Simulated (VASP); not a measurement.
# Al2Ru (Fddd) in VASP: single point with r2SCAN

Aim: the single point of Al2Ru with r2SCAN.

Everything below comes from runs of VASP 6.6.1. Logs are shortened: lines on timing, memory, paths and dates and some standing lists are left out, and cuts for length are marked.

### Step 1. The cell of the first run

It takes space group Fddd (No. 70, orthorhombic). Conventional cell: a = 4.471 Å, b = 7.580 Å, c = 9.222 Å, α = 90.00°, β = 90.00°, γ = 90.00°. Within 3.3 Å of Al (site symmetry 2) lie 5 Ru at 2.49 to 2.63 Å and 9 Al at 2.54 to 3.19 Å. Ru (site symmetry 222) has 10 Al at 2.49 to 2.63 Å and 4 Ru at 3.19 Å within 3.3 Å.

### Step 2. Single point, r2SCAN (strain -0.050 along x and y, +0.050 along z)

Contents of POSCAR:

```
Al2Ru
1.0
    0.0000000000      3.7900316501      4.6110273963
    2.2356935156      0.0000000000      4.6110273963
    2.2356935156      3.7900316501      0.0000000000
Al Ru
4 2
Direct
    0.0790459565      0.4209540435      0.0790459565
    0.4209540435      0.0790459565      0.4209540435
    0.1709540435      0.8290459565      0.1709540435
    0.8290459565      0.1709540435      0.8290459565
    0.7500000000      0.7500000000      0.7500000000
    0.5000000000      0.5000000000      0.5000000000
```

Contents of INCAR.step1:

```
PREC     = Accurate       # precision mode
ENCUT    = 520            # plane-wave cutoff, eV
ISMEAR   = 0              # smearing method
SIGMA    = 0.03           # smearing width, eV
LREAL    = False          # projectors in reciprocal space
LASPH    = True           # aspherical terms in the spheres
NELM     = 100            # most SCF steps
NBANDS   = 29             # bands
GGA      = PE             # functional
ALGO     = Normal         # electronic algorithm
EDIFF    = 1E-4           # SCF threshold, eV
LWAVE    = True           # write WAVECAR
LCHARG   = False          # write CHGCAR
```

Contents of INCAR.step2:

```
PREC     = Accurate       # precision mode
ENCUT    = 520            # plane-wave cutoff, eV
EDIFF    = 1E-6           # SCF threshold, eV
ISMEAR   = 0              # smearing method
SIGMA    = 0.03           # smearing width, eV
LREAL    = False          # projectors in reciprocal space
LASPH    = True           # aspherical terms in the spheres
NELM     = 100            # most SCF steps
ALGO     = Normal         # electronic algorithm
ISIF     = 2              # what is computed and relaxed
LWAVE    = False          # write WAVECAR
LCHARG   = False          # write CHGCAR
METAGGA  = R2SCAN         # meta-GGA
LMIXTAU  = True         
NBANDS   = 29             # bands
ISTART   = 1
```

Contents of KPOINTS:

```
Automatic mesh
0
Gamma
  10 10 10
```

Potentials or basis: VASP PAW PBE potentials, release 64 (Al, Ru_pv).

Command:

```console
> cat potpaw_PBE.64/Al/POTCAR potpaw_PBE.64/Ru_pv/POTCAR > POTCAR
> cp INCAR.step1 INCAR
> mpirun -np 1 vasp_std > vasp.out
> cp INCAR.step2 INCAR
> mpirun -np 1 vasp_std > vasp.out
```

OUTCAR:

```text
PREC = Accurate
   ENCUT = 520
   EDIFF = 1E-6
   ISMEAR = 0
   LREAL = False
   LASPH = True
   NELM = 100
   ISIF = 2
   METAGGA = R2SCAN
   ISTART = 1

 ion  position               nearest neighbor table
   1  0.079  0.421  0.079-   5 2.49   2 2.54   2 2.54   5 2.58   5 2.58   2 2.59   6 2.63   6 2.63
                             3 2.66   3 2.66   4 3.19   4 3.19   4 3.19   4 3.19
   2  0.421  0.079  0.421-   5 2.49   1 2.54   1 2.54   5 2.58   5 2.58   1 2.59   6 2.63   6 2.63
                             4 2.66   4 2.66   3 3.19   3 3.19   3 3.19   3 3.19
   3  0.171  0.829  0.171-   6 2.49   4 2.54   4 2.54   6 2.58   6 2.58   4 2.59   5 2.63   5 2.63
                             1 2.66   1 2.66   2 3.19   2 3.19   2 3.19   2 3.19
   4  0.829  0.171  0.829-   6 2.49   3 2.54   3 2.54   6 2.58   6 2.58   3 2.59   5 2.63   5 2.63
                             2 2.66   2 2.66   1 3.19   1 3.19   1 3.19   1 3.19
   5  0.750  0.750  0.750-   1 2.49   2 2.49   2 2.58   2 2.58   1 2.58   1 2.58   3 2.63   4 2.63
                             4 2.63   3 2.63   6 3.19   6 3.19   6 3.19   6 3.19
   6  0.500  0.500  0.500-   3 2.49   4 2.49   3 2.58   3 2.58   4 2.58   4 2.58   2 2.63   1 2.63
                             1 2.63   2 2.63   5 3.19   5 3.19   5 3.19   5 3.19

  LATTYP: Found a face centered orthorhombic cell.
 ALAT       =     4.4713870312
 B/A-ratio  =     1.6952375733
 C/A-ratio  =     2.0624595295

  Lattice vectors:

 A1 = (   0.0000000000,   3.7900316501,   4.6110273963)
 A2 = (   2.2356935156,   0.0000000000,   4.6110273963)
 A3 = (   2.2356935156,   3.7900316501,   0.0000000000)

Analysis of symmetry for initial positions (statically):
=====================================================================
 Subroutine PRICEL returns:
 Original cell was already a primitive cell.

 Routine SETGRP: Setting up the symmetry group for a
 face centered orthorhombic supercell.

 Subroutine GETGRP returns: Found  8 space group operations
 (whereof  4 operations were pure point group operations)
 out of a pool of  8 trial point group operations.

The static configuration has the point symmetry D_2 .
 The point group associated with its full space group is D_2h.

Analysis of symmetry for dynamics (positions and initial velocities):
=====================================================================
 Subroutine PRICEL returns:
 Original cell was already a primitive cell.

 Routine SETGRP: Setting up the symmetry group for a
 face centered orthorhombic supercell.

 Subroutine GETGRP returns: Found  8 space group operations
 (whereof  4 operations were pure point group operations)
 out of a pool of  8 trial point group operations.

The dynamic configuration has the point symmetry D_2 .
 The point group associated with its full space group is D_2h.

 Subroutine INISYM returns: Found  8 space group operations
 (whereof  4 operations are pure point group operations),
 and found     1 'primitive' translations

----------------------------------------------------------------------------------------

                                     Primitive cell

  volume of cell :      78.1417

  direct lattice vectors                    reciprocal lattice vectors
     0.000000000  3.790031650  4.611027396    -0.223644250  0.131925020  0.108435704
     2.235693516  0.000000000  4.611027396     0.223644250 -0.131925020  0.108435704
     2.235693516  3.790031650  0.000000000     0.223644250  0.131925020 -0.108435704

  length of vectors
     5.968744722  5.124441350  4.400302876     0.281388101  0.281388101  0.281388101

  position of ions in fractional coordinates (direct lattice)
     0.079045957  0.420954043  0.079045957
     0.420954043  0.079045957  0.420954043
     0.170954043  0.829045957  0.170954043
     0.829045957  0.170954043  0.829045957
     0.750000000  0.750000000  0.750000000
     0.500000000  0.500000000  0.500000000

  ion indices of the primitive-cell ions
   primitive index   ion index
                 1           1
                 2           2
                 3           3
                 4           4
                 5           5
                 6           6

----------------------------------------------------------------------------------------

 KPOINTS: Automatic mesh

Automatic generation of k-mesh.
 Grid dimensions read from file:
 generate k-points for:   10   10   10

 Generating k-lattice:

  Cartesian coordinates                     Fractional coordinates (reciprocal lattice)
    -0.022364425  0.013192502  0.010843570     0.100000000 -0.000000000  0.000000000
     0.022364425 -0.013192502  0.010843570    -0.000000000  0.100000000  0.000000000
     0.022364425  0.013192502 -0.010843570     0.000000000  0.000000000  0.100000000

  Length of vectors
     0.028138810  0.028138810  0.028138810

  Shift w.r.t. Gamma in fractional coordinates (k-lattice)
     0.000000000  0.000000000  0.000000000

 Subroutine IBZKPT returns following result:
 ===========================================

 Found    171 irreducible k-points:

 Following reciprocal coordinates:
            Coordinates               Weight
  0.000000  0.000000  0.000000      1.000000
  0.100000  0.000000 -0.000000      8.000000
  0.200000  0.000000 -0.000000      8.000000
  0.300000 -0.000000 -0.000000      8.000000
  0.400000  0.000000 -0.000000      8.000000
  0.500000  0.000000  0.000000      4.000000
[... 16 lines left out ...]
  0.300000  0.300000  0.000000      2.000000
  0.400000  0.300000  0.000000      8.000000
 [... further k-points ...]
   k-points           NKPTS =    171   k-points in BZ     NKDIM =    171   number of bands    NBANDS=     29
   number of dos      NEDOS =    301   number of ions     NIONS =      6
   total plane-waves  NPLWV =  69120
   dimension x,y,z NGX =    48 NGY =   40 NGZ =   36
   dimension x,y,z NGXF=    96 NGYF=   80 NGZF=   72
   ions per type =               4   2
   NGX,Y,Z   is equivalent  to a cutoff of  13.37, 12.98, 13.60 a.u.
   NGXF,Y,Z  is equivalent  to a cutoff of  26.74, 25.95, 27.20 a.u.
 SYSTEM =  unknown system
   PREC   = accura    normal or accurate (medium, high low for compatibility)
   ISTART =      1    job   : 0-new  1-cont  2-samecut
   ICHARG =      0    charge: 1-file 2-atom 10-const
   ISPIN  =      1    spin polarized calculation?
   LNONCOLLINEAR =      F non collinear calculations
   LSORBIT =      F    spin-orbit coupling
   LASPH  =      T    aspherical Exc in radial PAW
   ENCUT  =  520.0 eV  38.22 Ry    6.18 a.u.  11.10  9.53  8.18*2*pi/ulx,y,z
   NELM   =    100;   NELMIN=  2; NELMDL=  0     # of ELM steps
   EDIFF  = 0.1E-05   stopping-criterion for ELM
   LREAL  =      F    real-space projection
   EDIFFG = 0.1E-04   stopping-criterion for IOM
   NSW    =      0    number of steps for IOM
   IBRION =     -1    ionic relax: 0-MD 1-quasi-New 2-CG
   NFREE  =      0    steps in history (QN), initial steepest desc. (CG)
   ISIF   =      2    stress and relaxation
   ISYM   =      2    0-nonsym 1-usesym 2-fastsym
   POTIM  = 0.5000    time-step for ionic-motion
   TEBEG  =    0.0;   TEEND  =   0.0 temperature during run
   PSTRESS=    0.0 pullay stress
   NELECT =      40.0000    total number of electrons
   NUPDOWN=      -1.0000    fix difference up-down
   EMIN   =  10.00;   EMAX   =-10.00  energy-range for DOS
   EFERMI =   0.00;   METHOD = LEGACY
   ISMEAR =     0;   SIGMA  =   0.03  broadening in eV -4-tet -1-fermi 0-gaus
   EFERMI_NEDOS =   21; number of points for ismear=-14 and -15
   IALGO  =     38    algorithm
   IMIX   =      4    mixing-type and parameters
     AMIX     =   0.40;   BMIX     =  1.00
     AMIX_MAG =   1.60;   BMIX_MAG =  1.00
  volume/ion in A,a.u.               =      13.02        87.89
  Fermi-wavevector in a.u.,A,eV,Ry     =   1.309586  2.474758 23.334188  1.715014
  Thomas-Fermi vector in A             =   2.440174
   LORBIT       =      0    0 simple, 1 ext, 2 COOP (PROOUT), +10 PAW based schemes
   METAGGA = R2SCAN    functional components
   LHFCALC =     F    Hartree Fock is set to
   AEXX    =    0.0000 exact exchange contribution
   IVDW    =     0    specifies the selected vdW correction
   LEPSILON=     F    determine dielectric tensor
   LRPA    =     F    only Hartree local field effects (RPA)
 non-spin polarized calculation
 Gauss-broadening in eV      SIGMA  =   0.03
  energy-cutoff  :      520.00
  volume of cell :       78.14
 maximum number of plane-waves:      2131
 NGX is ok and might be reduce to    48
   NGX = 23   NGY = 19   NGZ = 17

 number of electron      40.0000001 magnetization

 Free energy of the ion-electron system (eV)
  ---------------------------------------------------
  ext. energy  EPLUGINS =         0.00000000
  ---------------------------------------------------
  free energy    TOTEN  =       -81.80498681 eV

  energy without entropy =      -81.80487647  energy(sigma->0) =      -81.80493164

 E-fermi :  11.5134     XC(G=0): -13.1104

 val. band max:       11.5039632882   @ k =  -0.1000   0.3000   0.2000
 cond. band min:      11.5389210675   @ k =   0.1000   0.0000   0.1000
 fundamental gap:      0.0349577793
 Fermi energy:        11.5133833544

 k-point     1 :       0.0000    0.0000    0.0000
  band No.  band energies     occupation
      1     -32.8286      2.00000
      2     -32.7636      2.00000
      3     -32.7179      2.00000
      4     -32.6958      2.00000
      5     -32.6616      2.00000
      6     -32.6517      2.00000
[... 21 lines left out ...]
     28      15.7009      0.00000
     29      16.4840      0.00000

 k-point     2 :       0.1000    0.0000   -0.0000
  band No.  band energies     occupation
      1     -32.8273      2.00000
      2     -32.7642      2.00000
      3     -32.7189      2.00000
      4     -32.6970      2.00000
      5     -32.6607      2.00000
      6     -32.6520      2.00000
[... 696 lines left out ...]
 k-point    24 :       0.4000    0.3000    0.0000
  band No.  band energies     occupation
      1     -32.8001      2.00000
      2     -32.7553      2.00000
      3     -32.7461      2.00000
      4     -32.7206      2.00000
      5     -32.6507      2.00000
      6     -32.6492      2.00000
[... 21 lines left out ...]
     28      17.1661      0.00000
     29      17.2745      0.00000

 [... further k-points ...]

------------------------ aborting loop because EDIFF is reached ----------------------------------------

  FORCE on cell =-STRESS in cart. coord.  units (eV):
  Direction    XX          YY          ZZ          XY          YZ          ZX
  --------------------------------------------------------------------------------------
  -------------------------------------------------------------------------------------
  Total       11.8752667     11.0402137     -4.4673307      0.0000000      0.0000000      0.0000000
  in kB      243.4844058    226.3629054    -91.5958689      0.0000000      0.0000000      0.0000000
  external PRESSURE =     126.0838141 kB  Pullay stress =       0.0000000 kB

 VOLUME and BASIS-vectors are now :
 -----------------------------------------------------------------------------
  energy-cutoff  :      520.00
  volume of cell :       78.14
      direct lattice vectors                 reciprocal lattice vectors
     0.000000000  3.790031650  4.611027396    -0.223644250  0.131925020  0.108435704
     2.235693516  0.000000000  4.611027396     0.223644250 -0.131925020  0.108435704
     2.235693516  3.790031650  0.000000000     0.223644250  0.131925020 -0.108435704

 POSITION                                       TOTAL-FORCE (eV/Angst)
 -----------------------------------------------------------------------------------
      1.11785      0.59917      2.30551         0.000000      0.388892      0.000000
      1.11785      3.19086      2.30551         0.000000     -0.388892      0.000000
      2.23569      1.29584      4.61103        -0.000000     -0.388892     -0.000000
      2.23569      6.28422      4.61103        -0.000000      0.388892     -0.000000
      3.35354      5.68505      6.91654         0.000000     -0.000000     -0.000000
      2.23569      3.79003      4.61103        -0.000000     -0.000000      0.000000
 -----------------------------------------------------------------------------------
    total drift:                               -0.000000     -0.000000     -0.000000

  FREE ENERGIE OF THE ION-ELECTRON SYSTEM (eV)
  ---------------------------------------------------
  free  energy   TOTEN  =       -81.8049868141 eV

  energy  without entropy=      -81.8048764695  energy(sigma->0) =      -81.80493164
```

It took 32 min on 1 thread of Intel Xeon Platinum 8259CL at 2.50GHz (Skylake/Cascade Lake), shared host; peak memory 0.49 GiB.

What came out:

```yaml
Free_energy: -81.8050 eV
Pressure: 12.6 GPa
Largest_force: 0.389 eV/Å
Band_gap_on_the_k_mesh: zero (bands 20 and 21 overlap by 0.47 eV)
```

Forces in eV/Å, atoms in the order of the input:
```
Al   0.000  0.389  0.000
Al   0.000 -0.389  0.000
Al   0.000 -0.389  0.000
Al   0.000  0.389  0.000
Ru   0.000  0.000  0.000
Ru   0.000  0.000  0.000
```

Caveat: the cell differs from its parent crystal (strain -0.050 along x and y, +0.050 along z); the stress differs along the axes, from -9 to 24 GPa; the PAW data sets were made with another functional, which shifts forces and pressure a little.

The gap in the log of VASP goes by the Fermi energy; the results here count the filled bands.